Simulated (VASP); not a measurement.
# PtC (P6_3mc) in VASP: relaxation of cell and atoms with PBE

Aim: the relaxation of cell and atoms of PtC with PBE.

All numbers are computed with VASP 6.6.1; they aren't measurements. Logs are shortened: lines on timing, memory, paths and dates and some standing lists are left out, and cuts for length are marked.

### 1 The cell of the first run

It takes space group P6_3mc (No. 186, hexagonal). Conventional cell: a = 3.222 Å, b = 3.222 Å, c = 5.844 Å, α = 90.00°, β = 90.00°, γ = 120.00°. Pt (site symmetry 3m) has 4 C at 2.03 to 2.12 Å within 2.7 Å. Within 2.7 Å of C (site symmetry 3m) lie 4 Pt at 2.03 to 2.12 Å.

### 2 Relaxation of cell and atoms, PBE

Input file INCAR:

```
SYSTEM = PtC
ALGO = Normal
EDIFF = 1E-7
EDIFFG = -0.01
ENCUT = 600
GGA = PE
IBRION = 2
ISIF = 3
ISMEAR = 0
LASPH = .TRUE.
LCHARG = .FALSE.
LREAL = .FALSE.
LWAVE = .FALSE.
NELM = 80
NSW = 100
PREC = Accurate
SIGMA = 0.1
```

Input file KPOINTS:

```
k-points
0
G
  18 18 8
  0 0 0
```

Input file POSCAR:

```
PtC
1.0
    3.2222591691      0.0000000000      0.0000000000
   -1.6111295845      2.7905582980      0.0000000000
    0.0000000000      0.0000000000      5.8444121468
Pt C
2 2
Direct
    0.3333333333      0.6666666667      0.0100946311
    0.6666666667      0.3333333333      0.5100946311
    0.3333333333      0.6666666667      0.3720053689
    0.6666666667      0.3333333333      0.8720053689
```

Potentials or basis: VASP PAW PBE potentials, release 64 (Pt, C).

Command:

```bash
cat potpaw_PBE.64/Pt/POTCAR potpaw_PBE.64/C/POTCAR > POTCAR
mpirun -np 1 vasp_std > vasp.out
```

OUTCAR:

```text
SYSTEM = PtC
   EDIFF = 1E-7
   EDIFFG = -0.01
   ENCUT = 600
   GGA = PE
   IBRION = 2
   ISIF = 3
   ISMEAR = 0
   LASPH = .TRUE.
   LREAL = .FALSE.
   NELM = 80
   NSW = 100
   PREC = Accurate

 ion  position               nearest neighbor table
   1  0.333  0.667  0.010-   4 2.03   4 2.03   4 2.03   3 2.12   2 3.46   2 3.46   2 3.46   2 3.46
                             2 3.46   2 3.46
   2  0.667  0.333  0.510-   3 2.03   3 2.03   3 2.03   4 2.12   1 3.46   1 3.46   1 3.46   1 3.46
                             1 3.46   1 3.46
   3  0.333  0.667  0.372-   2 2.03   2 2.03   2 2.03   1 2.12
   4  0.667  0.333  0.872-   1 2.03   1 2.03   1 2.03   2 2.12

  LATTYP: Found a hexagonal cell.
 ALAT       =     3.2222591691
 C/A-ratio  =     1.8137622829

  Lattice vectors:

 A1 = (   3.2222591691,   0.0000000000,   0.0000000000)
 A2 = (  -1.6111295845,   2.7905582980,   0.0000000000)
 A3 = (   0.0000000000,   0.0000000000,   5.8444121468)

Analysis of symmetry for initial positions (statically):
=====================================================================
 Subroutine PRICEL returns:
 Original cell was already a primitive cell.

 Routine SETGRP: Setting up the symmetry group for a
 hexagonal supercell.

 Subroutine GETGRP returns: Found 12 space group operations
 (whereof  6 operations were pure point group operations)
 out of a pool of 24 trial point group operations.

The static configuration has the point symmetry C_3v.
 The point group associated with its full space group is C_6v.

Analysis of symmetry for dynamics (positions and initial velocities):
=====================================================================
 Subroutine PRICEL returns:
 Original cell was already a primitive cell.

 Routine SETGRP: Setting up the symmetry group for a
 hexagonal supercell.

 Subroutine GETGRP returns: Found 12 space group operations
 (whereof  6 operations were pure point group operations)
 out of a pool of 24 trial point group operations.

The dynamic configuration has the point symmetry C_3v.
 The point group associated with its full space group is C_6v.

 Subroutine INISYM returns: Found 12 space group operations
 (whereof  6 operations are pure point group operations),
 and found     1 'primitive' translations

----------------------------------------------------------------------------------------

                                     Primitive cell

  volume of cell :      52.5524

  direct lattice vectors                    reciprocal lattice vectors
     3.222259169  0.000000000  0.000000000     0.310341269  0.179175615  0.000000000
    -1.611129584  2.790558298  0.000000000     0.000000000  0.358351231  0.000000000
     0.000000000  0.000000000  5.844412147     0.000000000  0.000000000  0.171103607

  length of vectors
     3.222259169  3.222259169  5.844412147     0.358351231  0.358351231  0.171103607

  position of ions in fractional coordinates (direct lattice)
     0.333333333  0.666666667  0.010094631
     0.666666667  0.333333333  0.510094631
     0.333333333  0.666666667  0.372005369
     0.666666667  0.333333333  0.872005369

  ion indices of the primitive-cell ions
   primitive index   ion index
                 1           1
                 2           2
                 3           3
                 4           4

----------------------------------------------------------------------------------------

 KPOINTS: k-points

Automatic generation of k-mesh.
 Grid dimensions read from file:
 generate k-points for:   18   18    8

 Generating k-lattice:

  Cartesian coordinates                     Fractional coordinates (reciprocal lattice)
     0.017241182  0.009954201  0.000000000     0.055555556 -0.000000000  0.000000000
     0.000000000  0.019908402  0.000000000     0.000000000  0.055555556  0.000000000
     0.000000000  0.000000000  0.021387951     0.000000000  0.000000000  0.125000000

  Length of vectors
     0.019908402  0.019908402  0.021387951

  Shift w.r.t. Gamma in fractional coordinates (k-lattice)
     0.000000000  0.000000000  0.000000000

 Subroutine IBZKPT returns following result:
 ===========================================

 Found    185 irreducible k-points:

 Following reciprocal coordinates:
            Coordinates               Weight
  0.000000  0.000000  0.000000      1.000000
  0.055556 -0.000000  0.000000      6.000000
  0.111111 -0.000000  0.000000      6.000000
  0.166667 -0.000000  0.000000      6.000000
  0.222222  0.000000  0.000000      6.000000
  0.277778 -0.000000  0.000000      6.000000
[... 16 lines left out ...]
  0.333333  0.111111  0.000000     12.000000
  0.388889  0.111111  0.000000     12.000000
 [... further k-points ...]
   k-points           NKPTS =    185   k-points in BZ     NKDIM =    185   number of bands    NBANDS=     18
   number of dos      NEDOS =    301   number of ions     NIONS =      4
   total plane-waves  NPLWV =  37632
   dimension x,y,z NGX =    28 NGY =   28 NGZ =   48
   dimension x,y,z NGXF=    56 NGYF=   56 NGZF=   96
   ions per type =               2   2
   NGX,Y,Z   is equivalent  to a cutoff of  14.45, 14.45, 13.65 a.u.
   NGXF,Y,Z  is equivalent  to a cutoff of  28.89, 28.89, 27.31 a.u.
 SYSTEM =  PtC
   PREC   = accura    normal or accurate (medium, high low for compatibility)
   ISTART =      0    job   : 0-new  1-cont  2-samecut
   ICHARG =      2    charge: 1-file 2-atom 10-const
   ISPIN  =      1    spin polarized calculation?
   LNONCOLLINEAR =      F non collinear calculations
   LSORBIT =      F    spin-orbit coupling
   LASPH  =      T    aspherical Exc in radial PAW
   ENCUT  =  600.0 eV  44.10 Ry    6.64 a.u.   6.44  6.44 11.67*2*pi/ulx,y,z
   NELM   =     80;   NELMIN=  2; NELMDL= -5     # of ELM steps
   EDIFF  = 0.1E-06   stopping-criterion for ELM
   LREAL  =      F    real-space projection
   EDIFFG = -.1E-01   stopping-criterion for IOM
   NSW    =    100    number of steps for IOM
   IBRION =      2    ionic relax: 0-MD 1-quasi-New 2-CG
   NFREE  =      1    steps in history (QN), initial steepest desc. (CG)
   ISIF   =      3    stress and relaxation
   ISYM   =      2    0-nonsym 1-usesym 2-fastsym
   POTIM  = 0.5000    time-step for ionic-motion
   TEBEG  =    0.0;   TEEND  =   0.0 temperature during run
   PSTRESS=    0.0 pullay stress
   NELECT =      28.0000    total number of electrons
   NUPDOWN=      -1.0000    fix difference up-down
   EMIN   =  10.00;   EMAX   =-10.00  energy-range for DOS
   EFERMI =   0.00;   METHOD = LEGACY
   ISMEAR =     0;   SIGMA  =   0.10  broadening in eV -4-tet -1-fermi 0-gaus
   EFERMI_NEDOS =   21; number of points for ismear=-14 and -15
   IALGO  =     38    algorithm
   IMIX   =      4    mixing-type and parameters
     AMIX     =   0.40;   BMIX     =  1.00
     AMIX_MAG =   1.60;   BMIX_MAG =  1.00
  volume/ion in A,a.u.               =      13.14        88.66
  Fermi-wavevector in a.u.,A,eV,Ry     =   1.327181  2.508008 23.965417  1.761408
  Thomas-Fermi vector in A             =   2.456512
   LORBIT       =      0    0 simple, 1 ext, 2 COOP (PROOUT), +10 PAW based schemes
   GGA     = PE    functional components
   LHFCALC =     F    Hartree Fock is set to
   AEXX    =    0.0000 exact exchange contribution
   IVDW    =     0    specifies the selected vdW correction
   LEPSILON=     F    determine dielectric tensor
   LRPA    =     F    only Hartree local field effects (RPA)
 conjugate gradient relaxation of ions
 non-spin polarized calculation
 Gauss-broadening in eV      SIGMA  =   0.10
  energy-cutoff  :      600.00
  volume of cell :       52.55
 maximum number of plane-waves:      1775
 NGX is ok and might be reduce to    28
   NGX = 13   NGY = 13   NGZ = 23

--------------------------------------- Ionic step        1  -------------------------------------------

 number of electron      27.9999998 magnetization

 Free energy of the ion-electron system (eV)
  ---------------------------------------------------
  ext. energy  EPLUGINS =         0.00000000
  ---------------------------------------------------
  free energy    TOTEN  =       -26.90339306 eV

  energy without entropy =      -26.89742304  energy(sigma->0) =      -26.90040805

------------------------ aborting loop because EDIFF is reached ----------------------------------------

  FORCE on cell =-STRESS in cart. coord.  units (eV):
  Direction    XX          YY          ZZ          XY          YZ          ZX
  --------------------------------------------------------------------------------------
  -------------------------------------------------------------------------------------
  Total        0.0800625      0.0800625      0.1190686      0.0000000      0.0000000      0.0000000
  in kB        2.4408839      2.4408839      3.6300725      0.0000000      0.0000000      0.0000000
  external PRESSURE =       2.8372801 kB  Pullay stress =       0.0000000 kB
[... 137 lines left out ...]
  energy  without entropy=      -26.8976070694  energy(sigma->0) =      -26.90061344

--------------------------------------- Ionic step        5  -------------------------------------------

 number of electron      27.9999998 magnetization

 Free energy of the ion-electron system (eV)
  ---------------------------------------------------
  ext. energy  EPLUGINS =         0.00000000
  ---------------------------------------------------
  free energy    TOTEN  =       -26.90363051 eV

  energy without entropy =      -26.89763125  energy(sigma->0) =      -26.90063088

 E-fermi :   8.4170     XC(G=0): -11.9395

 val. band max:        8.4123928916   @ k =   0.2778   0.2778   0.2500
 cond. band min:       8.4194704735   @ k =   0.2778   0.2778   0.2500
 fundamental gap:      0.0070775819
 Fermi energy:         8.4170428480

 k-point     1 :       0.0000    0.0000    0.0000
  band No.  band energies     occupation
      1      -5.7462      2.00000
      2      -4.2605      2.00000
      3       1.0967      2.00000
      4       1.5316      2.00000
      5       1.5316      2.00000
      6       1.6082      2.00000
[... 10 lines left out ...]
     17      12.7590      0.00000
     18      13.1924      0.00000
[... 466 lines left out ...]
      2      -3.4871      2.00000
      3       0.9724      2.00000
      4       1.3893      2.00000
      5       1.9875      2.00000
      6       2.4369      2.00000
[... 10 lines left out ...]
     17      10.1039      0.00000
     18      11.2792      0.00000

 [... further k-points ...]
[... 5 lines left out ...]
  --------------------------------------------------------------------------------------
  -------------------------------------------------------------------------------------
  Total        0.0207220      0.0207220     -0.0211841      0.0000000      0.0000000     -0.0000000
  in kB        0.6307046      0.6307046     -0.6447683      0.0000000      0.0000000     -0.0000000
  external PRESSURE =       0.2055470 kB  Pullay stress =       0.0000000 kB
[... 19 lines left out ...]
  FREE ENERGIE OF THE ION-ELECTRON SYSTEM (eV)
  ---------------------------------------------------
  free  energy   TOTEN  =       -26.9036305059 eV

  energy  without entropy=      -26.8976312529  energy(sigma->0) =      -26.90063088

 reached required accuracy - stopping structural energy minimisation
```

Run time: 5.8 min. Hardware: 1 thread of AMD EPYC 9R45 (Zen 5), shared host; peak memory 0.31 GiB.

Results:

```yaml
Free_energy: -26.9036 eV
Relaxed_volume: 13.16 Å³/atom
Relaxed_cell: a = 3.224 Å, b = 3.224 Å, c = 5.848 Å, α = 90.00°, β = 90.00°, γ = 120.00°
Space_group_after_relaxing_to_0.1_Å: P6_3mc (No. 186)
Energy_gained_by_relaxing: 0.1 meV/atom
Ionic_steps: 5
Pressure_after_relaxing: 0.0 GPa
Band_gap_on_the_k_mesh: zero (bands 14 and 15 overlap by 3.72 eV)
```

The path:
```csv
step,energy change (eV),largest force (eV/Å),pressure (GPa),volume (Å³)
1,0.0000,0.0397,0.28,52.55
2,-0.0001,0.0072,-0.34,52.73
3,-0.0002,0.0189,-0.12,52.66
4,-0.0002,0.0102,0.10,52.63
5,-0.0002,0.0003,0.02,52.64
```

Final structure:
```
Pt C
1.0
     3.22385    0.00000    0.00000
    -1.61193    2.79194    0.00000
     0.00000    0.00000    5.84837
Pt C
2 2
Direct
  0.33333 0.66667 0.00975
  0.66667 0.33333 0.50975
  0.33333 0.66667 0.37235
  0.66667 0.33333 0.87235
```

Caveat: spin-orbit coupling is left out, which moves the levels of the heavy elements.
